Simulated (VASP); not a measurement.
## TaC35 (a cell with a defect) (Graphite 2H): electric field gradients with PBE

TaC35 (a cell with a defect) (Graphite 2H):

```
C Ta
1.0
     7.41000    0.00000    0.00000
    -3.70500    6.41725    0.00000
     0.00000    0.00000    6.79000
C Ta
35 1
Direct
  0.00000 0.00000 0.00000
  0.00000 0.33333 0.00000
  0.00000 0.66667 0.00000
  0.33333 0.00000 0.00000
  0.33333 0.33333 0.00000
  0.33333 0.66667 0.00000
  0.66667 0.00000 0.00000
  0.66667 0.33333 0.00000
  0.66667 0.66667 0.00000
  0.00000 0.00000 0.50000
  0.00000 0.33333 0.50000
  0.00000 0.66667 0.50000
  0.33333 0.00000 0.50000
  0.33333 0.33333 0.50000
  0.33333 0.66667 0.50000
  0.66667 0.00000 0.50000
  0.66667 0.33333 0.50000
  0.66667 0.66667 0.50000
  0.11111 0.55556 0.00500
  0.11111 0.88889 0.00500
  0.44444 0.22222 0.00500
  0.44444 0.55556 0.00500
  0.44444 0.88889 0.00500
  0.77778 0.22222 0.00500
  0.77778 0.55556 0.00500
  0.77778 0.88889 0.00500
  0.22222 0.11111 0.50500
  0.22222 0.44444 0.50500
  0.22222 0.77778 0.50500
  0.55556 0.11111 0.50500
  0.55556 0.44444 0.50500
  0.55556 0.77778 0.50500
  0.88889 0.11111 0.50500
  0.88889 0.44444 0.50500
  0.88889 0.77778 0.50500
  0.11111 0.22222 0.00500
```

- Program: VASP 6.6.1
- Task: electric field gradients
- Functional: PBE
- Potentials or basis: VASP PAW PBE potentials, release 64 (C, Ta_pv)
- Cutoff: 520 eV
- k mesh: 3 × 3 × 3
- Occupations: fermi-dirac, width 0.01 eV
- Spin: no spin polarisation
- Dipole correction: no
- Charge: 1
- Further INCAR settings: LREAL = Auto; ALGO = Normal; EDIFF = 1e-08; NBANDS = 100; NELECT = 150.0

| Property | Result |
| --- | --- |
| Largest force | 44.471 eV/Å |

Forces on the atoms (eV/Å):
```
C     0.000 -44.448  -1.406
C   -38.493  22.224  -1.406
C     0.526   0.304   0.776
C     0.560  -0.323   0.556
C    38.493  22.224  -1.406
C     0.000   0.647   0.556
C    -0.560  -0.323   0.556
C     0.000  -0.607   0.776
C    -0.526   0.304   0.776
C     0.000  -0.142   0.536
C    -0.123   0.071   0.536
C     0.031   0.018   0.572
C     0.074  -0.043   0.572
C     0.123   0.071   0.536
C     0.000   0.086   0.572
C    -0.074  -0.043   0.572
C     0.000  -0.036   0.572
C    -0.031   0.018   0.572
C    -0.959   1.838  -0.580
C     1.112  -1.749  -0.580
C     2.071  -0.089  -0.580
C     0.959   1.838  -0.580
C     0.000   0.000  -0.522
C    -2.071  -0.089  -0.580
C     0.000   0.000  -0.588
C    -1.112  -1.749  -0.580
C     0.112  -0.064  -0.571
C     0.000   0.129  -0.571
C    -0.013  -0.008  -0.570
C     0.000   0.015  -0.570
C     0.044   0.025  -0.570
C     0.013  -0.008  -0.570
C    -0.112  -0.064  -0.571
C    -0.044   0.025  -0.570
C     0.000  -0.051  -0.570
Ta    0.000   0.000   4.904
```

Levels at points of the mesh, in eV from the Fermi level:
| k point | band 73 | band 74 | band 75 | band 76 | band 77 | band 78 |
| --- | --- | --- | --- | --- | --- | --- |
| (0.00, 0.00, 0.00) | -1.23 | -0.04 | -0.02 | -0.02 | 0.18 | 0.18 |

Electric field gradients, principal values (V/Å²):
```csv
atom,least,middle,greatest (by size)
1 C,5.726,11.972,-17.698
2 C,5.725,11.971,-17.696
3 C,-14.967,-15.427,30.394
4 C,-7.969,-11.845,19.813
5 C,5.725,11.972,-17.697
6 C,-7.967,-11.845,19.813
7 C,-7.968,-11.846,19.813
8 C,-14.966,-15.428,30.394
9 C,-14.966,-15.428,30.394
10 C,-16.517,-17.401,33.918
11 C,-16.518,-17.399,33.918
12 C,-17.417,-17.687,35.104
13 C,-16.600,-17.678,34.278
14 C,-16.517,-17.400,33.917
15 C,-16.601,-17.677,34.278
16 C,-16.601,-17.677,34.278
17 C,-17.417,-17.686,35.103
18 C,-17.417,-17.686,35.103
19 C,-19.986,-25.891,45.876
20 C,-19.985,-25.891,45.876
21 C,-19.987,-25.890,45.877
22 C,-19.986,-25.891,45.877
23 C,-18.059,-18.060,36.119
24 C,-19.985,-25.893,45.877
25 C,-21.302,-21.304,42.607
26 C,-19.985,-25.891,45.877
27 C,-15.018,-15.964,30.982
28 C,-15.017,-15.965,30.982
29 C,-15.714,-15.765,31.479
30 C,-15.714,-15.764,31.478
31 C,-14.814,-15.713,30.528
32 C,-15.716,-15.763,31.479
33 C,-15.017,-15.964,30.981
34 C,-14.814,-15.714,30.527
35 C,-14.814,-15.713,30.527
36 Ta,30.671,30.671,-61.342
```

Run time: 5 min on 1 thread of Intel(R) Xeon(R) Platinum 8488C (Sapphire Rapids), on a shared host, peak memory 0.45 GiB.

Caveat: the cell carries a net charge on a neutralising background, which shifts energy and pressure; the cell is charged against a uniform background, so pressure and absolute levels hang on convention; without QUAD_EFG the Cq values of the log hold for a quadrupole moment of 1 mb, not for the nuclei; spin-orbit coupling is left out, which moves the levels of the heavy elements.
